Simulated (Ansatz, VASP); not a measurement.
**Two plane-wave programs on GaN**

POSCAR

```
GaN
1.0
    0.0000000000      2.1408255771      2.3098381227
    2.1408255771      0.0000000000      2.3098381227
    2.1408255771      2.1408255771      0.0000000000
Ga N
1 1
Direct
    0.0000000000      0.0000000000      0.0000000000
    0.7500000000      0.7500000000      0.7500000000
```

Contents of INCAR.step1:

```
ALGO = Normal
EDIFF = 1E-4
ENCUT = 520
GGA = PE
ISMEAR = 0
LASPH = T
LCHARG = F
LREAL = F
LWAVE = T
NBANDS = 16
NELM = 100
PREC = Accurate
SIGMA = 0.05
```

The input INCAR.step2:

```
ALGO = Normal
EDIFF = 1E-6
ENCUT = 520
ISIF = 2
ISMEAR = 0
ISTART = 1
LASPH = T
LCHARG = F
LMIXTAU = T
LREAL = F
LWAVE = F
METAGGA = R2SCAN
NBANDS = 16
NELM = 100
PREC = Accurate
SIGMA = 0.05
```

File KPOINTS:

```
k-points
0
Gamma
  10 10 10
```

Input for Ansatz:

```yaml
crystal:
  lattice:
    - [0.0, 2.1408255771, 2.3098381227]
    - [2.1408255771, 0.0, 2.3098381227]
    - [2.1408255771, 2.1408255771, 0.0]
  atoms:
    - { symbol: Ga, position: [0.0, 0.0, 0.0] }
    - { symbol: "N", position: [0.75, 0.75, 0.75] }
basis:
  ecutwfc: 500
kpoints:
  mp_grid: { grid: [10, 10, 10] }
hamiltonian:
  xc: r2scan
scf:
  occupations: { method: gaussian, width: 0.05 }
output:
  forces: true
  stress: true
  eigenvalues: true
```

Change from the starting cell: strain -0.050 along x and y, +0.025 along z, atoms carried along.

Alike in both runs: task single point; functional r2SCAN; k mesh 10 × 10 × 10; occupations gaussian, width 0.05 eV; no spin polarisation.

|  | VASP | Ansatz |
| --- | --- | --- |
| version | VASP 6.6.1 | Ansatz 0.2.0 |
| potentials or method | VASP PAW PBE potentials, release 64 (Ga_d, N), cutoff 520 eV | scalar-relativistic, plane waves, PAW |
| valence electrons in the cell | 18 | 18 |

Ansatz gave:

* gap on the k mesh at the Fermi level (eV): 2.49
* least direct gap on the mesh (eV): 2.49
* pressure (GPa): 15.9
* traceless stress, the component that is largest in VASP (GPa): -7.69

**Question.** Which values does VASP return?

**Answer.** gap on the k mesh at the Fermi level (eV): 2.48; least direct gap on the mesh (eV): 2.48; pressure (GPa): 17.2; traceless stress, the component that is largest in VASP (GPa): -7.47.

VASP's potentials were made for PBE, not for r2SCAN. With one functional, cell and mesh, what is left measures potentials, basis and numerics.
